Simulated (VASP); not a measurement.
# Be in VASP: notebook

Be is run at these levels: PBEsol, PBE, r2SCAN; tasks: single point.

Everything below comes from runs of VASP 6.6.1. Logs are shortened: lines on timing, memory, paths and dates and some standing lists are left out, and cuts for length are marked.

## Step 1: The cell of the first run

The cell holds a slab with vacuum, 6 atoms: a = 2.258 Å, b = 2.258 Å, c = 24.878 Å, α = 90.00°, β = 90.00°, γ = 60.00°.

## Step 2: Single point, PBEsol

INCAR

```
PREC = Accurate ; ENCUT = 520
EDIFF = 1E-6 ; ISMEAR = 1
SIGMA = 0.1 ; LREAL = False
LASPH = True ; NELM = 80
ALGO = Normal ; ISIF = 2
LWAVE = False ; LCHARG = False
LDIPOL = True ; IDIPOL = 3
DIPOL = 0.5 0.5 0.500 ; GGA = PS
NBANDS = 15
```

KPOINTS

```
regular mesh
0
Gamma
  17 17 1
```

POSCAR

```
Be
1.0
    2.2575068440      0.0000000000      0.0000000000
    1.1287534220      1.9550582760      0.0000000000
    0.0000000000      0.0000000000     24.8780771680
Be
6
Direct
    0.6666666667      0.6666666667      0.3215682605
    0.0000000000      0.0000000000      0.3929409563
    0.6666666667      0.6666666667      0.4643136521
    0.0000000000      0.0000000000      0.5356863479
    0.6666666667      0.6666666667      0.6070590437
    0.0000000000      0.0000000000      0.6784317395
```

Potentials or basis: VASP PAW PBE potentials, release 64 (Be).

Launch:

```console
$ cat potpaw_PBE.64/Be/POTCAR > POTCAR
$ mpirun -np 1 vasp_std > vasp.out
```

OUTCAR:

```text
PREC = Accurate
   ENCUT = 520
   EDIFF = 1E-6
   ISMEAR = 1
   LREAL = False
   LASPH = True
   NELM = 80
   ISIF = 2
   GGA = PS

 ion  position               nearest neighbor table
   1  0.667  0.667  0.322-   2 2.20   2 2.20   2 2.20
   2  0.000  0.000  0.393-   1 2.20   3 2.20   1 2.20   3 2.20   1 2.20   3 2.20
   3  0.667  0.667  0.464-   4 2.20   2 2.20   4 2.20   2 2.20   4 2.20   2 2.20
   4  0.000  0.000  0.536-   3 2.20   5 2.20   3 2.20   5 2.20   3 2.20   5 2.20
   5  0.667  0.667  0.607-   4 2.20   6 2.20   4 2.20   6 2.20   4 2.20   6 2.20
   6  0.000  0.000  0.678-   5 2.20   5 2.20   5 2.20

  LATTYP: Found a hexagonal cell.
 ALAT       =     2.2575068439
 C/A-ratio  =    11.0201558127

  Lattice vectors:

 A1 = (  -1.1287534220,  -1.9550582760,   0.0000000000)
 A2 = (   2.2575068440,   0.0000000000,   0.0000000000)
 A3 = (   0.0000000000,   0.0000000000,  24.8780771680)

Analysis of symmetry for initial positions (statically):
=====================================================================
 Subroutine PRICEL returns:
 Original cell was already a primitive cell.

 Routine SETGRP: Setting up the symmetry group for a
 hexagonal supercell.

 Subroutine GETGRP returns: Found 12 space group operations
 (whereof  6 operations were pure point group operations)
 out of a pool of 24 trial point group operations.

The static configuration has the point symmetry C_3v.
 The point group associated with its full space group is D_3d.

Analysis of symmetry for dynamics (positions and initial velocities):
=====================================================================
 Subroutine PRICEL returns:
 Original cell was already a primitive cell.

 Routine SETGRP: Setting up the symmetry group for a
 hexagonal supercell.

 Subroutine GETGRP returns: Found 12 space group operations
 (whereof  6 operations were pure point group operations)
 out of a pool of 24 trial point group operations.

The dynamic configuration has the point symmetry C_3v.
 The point group associated with its full space group is D_3d.

 Subroutine INISYM returns: Found 12 space group operations
 (whereof  6 operations are pure point group operations),
 and found     1 'primitive' translations

----------------------------------------------------------------------------------------

                                     Primitive cell

  volume of cell :     109.8008

  direct lattice vectors                    reciprocal lattice vectors
     2.257506844  0.000000000  0.000000000     0.442966542 -0.255746852  0.000000000
     1.128753422  1.955058276  0.000000000     0.000000000  0.511493704  0.000000000
     0.000000000  0.000000000 24.878077168     0.000000000  0.000000000  0.040196033

  length of vectors
     2.257506844  2.257506844 24.878077168     0.511493704  0.511493704  0.040196033

  position of ions in fractional coordinates (direct lattice)
     0.666666667  0.666666667  0.321568261
     0.000000000  0.000000000  0.392940956
     0.666666667  0.666666667  0.464313652
     0.000000000  0.000000000  0.535686348
     0.666666667  0.666666667  0.607059044
     0.000000000  0.000000000  0.678431739

  ion indices of the primitive-cell ions
   primitive index   ion index
                 1           1
                 2           2
                 3           3
                 4           4
                 5           5
                 6           6

----------------------------------------------------------------------------------------

 KPOINTS: regular mesh

Automatic generation of k-mesh.
 Grid dimensions read from file:
 generate k-points for:   17   17    1

 Generating k-lattice:

  Cartesian coordinates                     Fractional coordinates (reciprocal lattice)
     0.026056855 -0.015043932  0.000000000     0.058823529  0.000000000  0.000000000
     0.000000000  0.030087865  0.000000000     0.000000000  0.058823529  0.000000000
     0.000000000  0.000000000  0.040196033     0.000000000  0.000000000  1.000000000

  Length of vectors
     0.030087865  0.030087865  0.040196033

  Shift w.r.t. Gamma in fractional coordinates (k-lattice)
     0.000000000  0.000000000  0.000000000

 Subroutine IBZKPT returns following result:
 ===========================================

 Found     33 irreducible k-points:

 Following reciprocal coordinates:
            Coordinates               Weight
  0.000000  0.000000  0.000000      1.000000
  0.058824  0.000000  0.000000      6.000000
  0.117647  0.000000  0.000000      6.000000
  0.176471  0.000000  0.000000      6.000000
  0.235294  0.000000  0.000000      6.000000
  0.294118 -0.000000  0.000000      6.000000
[... 16 lines left out ...]
 -0.470588  0.117647  0.000000     12.000000
  0.352941  0.176471  0.000000      6.000000
 [... further k-points ...]
   k-points           NKPTS =     33   k-points in BZ     NKDIM =     33   number of bands    NBANDS=     15
   number of dos      NEDOS =    301   number of ions     NIONS =      6
   total plane-waves  NPLWV =  62208
   dimension x,y,z NGX =    18 NGY =   18 NGZ =  192
   dimension x,y,z NGXF=    36 NGYF=   36 NGZF=  384
   ions per type =               6
   NGX,Y,Z   is equivalent  to a cutoff of  13.26, 13.26, 12.83 a.u.
   NGXF,Y,Z  is equivalent  to a cutoff of  26.51, 26.51, 25.66 a.u.
 SYSTEM =  unknown system
   PREC   = accura    normal or accurate (medium, high low for compatibility)
   ISTART =      0    job   : 0-new  1-cont  2-samecut
   ICHARG =      2    charge: 1-file 2-atom 10-const
   ISPIN  =      1    spin polarized calculation?
   LNONCOLLINEAR =      F non collinear calculations
   LSORBIT =      F    spin-orbit coupling
   LASPH  =      T    aspherical Exc in radial PAW
   ENCUT  =  520.0 eV  38.22 Ry    6.18 a.u.   4.20  4.20 46.26*2*pi/ulx,y,z
   NELM   =     80;   NELMIN=  2; NELMDL= -5     # of ELM steps
   EDIFF  = 0.1E-05   stopping-criterion for ELM
   LREAL  =      F    real-space projection
   EDIFFG = 0.1E-04   stopping-criterion for IOM
   NSW    =      0    number of steps for IOM
   IBRION =     -1    ionic relax: 0-MD 1-quasi-New 2-CG
   NFREE  =      0    steps in history (QN), initial steepest desc. (CG)
   ISIF   =      2    stress and relaxation
   ISYM   =      2    0-nonsym 1-usesym 2-fastsym
   POTIM  = 0.5000    time-step for ionic-motion
   TEBEG  =    0.0;   TEEND  =   0.0 temperature during run
   PSTRESS=    0.0 pullay stress
   NELECT =      12.0000    total number of electrons
   NUPDOWN=      -1.0000    fix difference up-down
   EMIN   =  10.00;   EMAX   =-10.00  energy-range for DOS
   EFERMI =   0.00;   METHOD = LEGACY
   ISMEAR =     1;   SIGMA  =   0.10  broadening in eV -4-tet -1-fermi 0-gaus
   EFERMI_NEDOS =   21; number of points for ismear=-14 and -15
   IALGO  =     38    algorithm
   IMIX   =      4    mixing-type and parameters
     AMIX     =   0.40;   BMIX     =  1.00
     AMIX_MAG =   1.60;   BMIX_MAG =  1.00
  volume/ion in A,a.u.               =      18.30       123.50
  Fermi-wavevector in a.u.,A,eV,Ry     =   0.782708  1.479105  8.335372  0.612633
  Thomas-Fermi vector in A             =   1.886487
   LORBIT       =      0    0 simple, 1 ext, 2 COOP (PROOUT), +10 PAW based schemes
   GGA     = PS    functional components
   LHFCALC =     F    Hartree Fock is set to
   AEXX    =    0.0000 exact exchange contribution
   IVDW    =     0    specifies the selected vdW correction
   LEPSILON=     F    determine dielectric tensor
   LRPA    =     F    only Hartree local field effects (RPA)
 non-spin polarized calculation
 Methfessel and Paxton  Order N= 1 SIGMA  =   0.10
  energy-cutoff  :      520.00
  volume of cell :      109.80
 maximum number of plane-waves:      2982
 NGX is ok and might be reduce to    18
   NGX =  9   NGY =  9   NGZ = 93

 dipolmoment           0.000000      0.000000      0.000000 electrons x Angstroem

 number of electron      12.0000000 magnetization

 dipolmoment           0.000000      0.000000     -0.000000 electrons x Angstroem

 Free energy of the ion-electron system (eV)
  ---------------------------------------------------
  ext. energy  EPLUGINS =         0.00000000
  ---------------------------------------------------
  free energy    TOTEN  =       -22.90810505 eV

  energy without entropy =      -22.90839928  energy(sigma->0) =      -22.90820313

 E-fermi :  -0.2953     XC(G=0):  -5.3477

 val. band max:       -0.3234474631   @ k =  -0.3529   0.2941   0.0000
 cond. band min:      -0.2909979437   @ k =   0.2941   0.1176   0.0000
 fundamental gap:      0.0324495193
 Fermi energy:        -0.2953230688

 k-point     1 :       0.0000    0.0000    0.0000
  band No.  band energies     occupation
      1     -10.9904      2.00000
      2     -10.1576      2.00000
      3      -9.0625      2.00000
      4      -7.6044      2.00000
      5      -5.8824      2.00000
      6      -3.0535      2.00000
      7      -2.6090      2.00000
      8       2.7771      0.00000
      9       4.3386      0.00000
     10       5.0123      0.00000
     11       5.4607      0.00000
     12       6.8198      0.00000
     13       6.9453      0.00000
     14       9.0844      0.00000
     15       9.4666      0.00000

 k-point     2 :       0.0588    0.0000    0.0000
  band No.  band energies     occupation
      1     -10.8908      2.00000
      2     -10.0574      2.00000
      3      -8.9611      2.00000
      4      -7.5006      2.00000
      5      -5.7719      2.00000
      6      -2.9452      2.00000
      7      -2.4858      2.00000
      8       2.8317      0.00000
      9       4.4483      0.00000
     10       5.1356      0.00000
     11       5.5812      0.00000
     12       6.9213      0.00000
     13       7.0661      0.00000
     14       9.1977      0.00000
     15       9.5632      0.00000

 k-point     3 :       0.1176    0.0000    0.0000
  band No.  band energies     occupation
      1     -10.5917      2.00000
      2      -9.7568      2.00000
      3      -8.6574      2.00000
      4      -7.1904      2.00000
      5      -5.4425      2.00000
      6      -2.6240      2.00000
      7      -2.1169      2.00000
      8       2.9885      0.00000
      9       4.7660      0.00000
     10       5.5045      0.00000
     11       5.9406      0.00000
     12       7.2255      0.00000
     13       7.4238      0.00000
     14       9.5321      0.00000
     15       9.8372      0.00000
[... 343 lines left out ...]
 k-point    23 :      -0.4706    0.1176    0.0000
  band No.  band energies     occupation
      1      -4.6178      2.00000
      2      -3.8990      2.00000
      3      -3.1121      2.00000
      4      -2.5527      2.00000
      5      -1.6957      2.00000
      6      -1.6660      2.00000
      7       2.1827      0.00000
      8       2.4507      0.00000
      9       3.1250      0.00000
     10       4.1033      0.00000
     11       4.8901      0.00000
     12       5.7306      0.00000
     13       6.1435      0.00000
     14       7.3080      0.00000
     15       8.3915      0.00000

 k-point    24 :       0.3529    0.1765    0.0000
  band No.  band energies     occupation
      1      -8.2931      2.00000
      2      -7.4579      2.00000
      3      -6.3549      2.00000
      4      -4.8748      2.00000
      5      -3.0464      2.00000
      6      -0.4528      2.04845
      7       0.6659     -0.00000
      8       3.9318      0.00000
      9       6.2998      0.00000
     10       6.6487      0.00000
     11       7.4252      0.00000
     12       8.0242      0.00000
     13       8.2910      0.00000
     14       8.6246      0.00000
     15       8.9759      0.00000

 [... further k-points ...]

------------------------ aborting loop because EDIFF is reached ----------------------------------------

 vacuum level on the upper side and lower side of the slab       (xc-potential included)        -0.112        -0.112

  FORCE on cell =-STRESS in cart. coord.  units (eV):
  Direction    XX          YY          ZZ          XY          YZ          ZX
  --------------------------------------------------------------------------------------
  -------------------------------------------------------------------------------------
  Total       -1.5655326     -1.5655326      1.4999160      0.0000000      0.0000000      0.0000000
  in kB      -22.8437352    -22.8437352     21.8862785      0.0000000      0.0000000      0.0000000
  external PRESSURE =      -7.9337306 kB  Pullay stress =       0.0000000 kB

 VOLUME and BASIS-vectors are now :
 -----------------------------------------------------------------------------
  energy-cutoff  :      520.00
  volume of cell :      109.80
      direct lattice vectors                 reciprocal lattice vectors
     2.257506844  0.000000000  0.000000000     0.442966542 -0.255746852  0.000000000
     1.128753422  1.955058276  0.000000000     0.000000000  0.511493704  0.000000000
     0.000000000  0.000000000 24.878077168     0.000000000  0.000000000  0.040196033

 POSITION                                       TOTAL-FORCE (eV/Angst)
 -----------------------------------------------------------------------------------
      2.25751      1.30337      8.00000        -0.000000      0.000000     -0.206150
      0.00000      0.00000      9.77562        -0.000000     -0.000000      0.067626
      2.25751      1.30337     11.55123         0.000000     -0.000000     -0.017424
      0.00000      0.00000     13.32685        -0.000000     -0.000000      0.017424
      2.25751      1.30337     15.10246        -0.000000     -0.000000     -0.067626
      0.00000      0.00000     16.87808         0.000000     -0.000000      0.206150
 -----------------------------------------------------------------------------------
    total drift:                                0.000000      0.000000     -0.000000

  FREE ENERGIE OF THE ION-ELECTRON SYSTEM (eV)
  ---------------------------------------------------
  free  energy   TOTEN  =       -22.9081050509 eV

  energy  without entropy=      -22.9083992753  energy(sigma->0) =      -22.90820313

 vacuum level on the upper side and lower side of the slab         5.117         5.117
```

Run time: 70 s. Hardware: 1 thread of Intel Xeon Platinum 8259CL at 2.50GHz (Skylake/Cascade Lake), shared host; peak memory 0.23 GiB.

Results:

| Property | Result |
| --- | --- |
| Free energy | -22.9081 eV |
| Largest force | 0.206 eV/Å |
| Band gap on the k mesh | zero (band 6 reaches 0.60 eV, above the bottom of band 7 at -2.61 eV) |

Forces on the atoms (eV/Å):
```
Be   0.000  0.000 -0.206
Be   0.000  0.000  0.068
Be   0.000  0.000 -0.017
Be   0.000  0.000  0.017
Be   0.000  0.000 -0.068
Be   0.000  0.000  0.206
```

Levels at points of the mesh, in eV from the Fermi level:
```tsv
k point	band 4	band 5	band 6	band 7	band 8	band 9
(0.00, 0.00, 0.00)	-7.31	-5.59	-2.76	-2.31	3.07	4.63
```

Caveat: the PAW data sets were made with another functional, which shifts forces and pressure a little.

## Step 3: Single point, PBE

This run uses another cell than the first one, of 18.44 Å³/atom, 1.008 times its volume.

INCAR

```
SYSTEM = Be
ALGO = Normal ; DIPOL = 0.5 0.5 0.500
EDIFF = 1E-6 ; ENCUT = 520
GGA = PE ; IDIPOL = 3
ISIF = 2 ; ISMEAR = 1
LASPH = .TRUE. ; LCHARG = .FALSE.
LDIPOL = .TRUE. ; LREAL = .FALSE.
LWAVE = .FALSE. ; NBANDS = 15
NELM = 60 ; PREC = Accurate
SIGMA = 0.1
```

KPOINTS

```
k-points
0
G
  17 17 1
  0 0 0
```

POSCAR

```
Be
1.0
    2.2652065269      0.0000000003      0.0000000000
    1.1326032632      1.9617263972      0.0000000000
    0.0000000000      0.0000000000     24.8988790220
Be
6
Direct
    0.6666666667      0.6666666667      0.3169468972
    0.0000000000      0.0000000000      0.3910272185
    0.6666666667      0.6666666667      0.4636804532
    0.0000000000      0.0000000000      0.5363220533
    0.6666666667      0.6666666667      0.6089711317
    0.0000000000      0.0000000000      0.6830522461
```

Potentials or basis: VASP PAW PBE potentials, release 64 (Be).

Launch:

```console
$ cat potpaw_PBE.64/Be/POTCAR > POTCAR
$ mpirun -np 1 vasp_std > vasp.out
```

Wall time 70 s (1 thread of Intel Xeon Platinum 8259CL at 2.50GHz (Skylake/Cascade Lake), shared host); peak memory 0.23 GiB.

The run converged. Its results:

```yaml
Free_energy: -21.6286 eV
Largest_force: 0.017 eV/Å
Band_gap_on_the_k_mesh: zero (band 6 reaches 0.62 eV, above the bottom of band 7 at -2.62 eV)
```

Forces on the atoms (eV/Å):
```
Be   0.000  0.000  0.017
Be   0.000  0.000 -0.012
Be   0.000  0.000 -0.006
Be   0.000  0.000  0.006
Be   0.000  0.000  0.012
Be   0.000  0.000 -0.017
```

Levels at points of the mesh, in eV from the Fermi level:
| k point | band 3 | band 4 | band 5 | band 6 | band 7 | band 8 | band 9 | band 10 |
| --- | --- | --- | --- | --- | --- | --- | --- | --- |
| (0.00, 0.00, 0.00) | -8.70 | -7.32 | -5.67 | -2.89 | -2.43 | 2.63 | 4.34 | 5.08 |

[end of part 1 of 2]
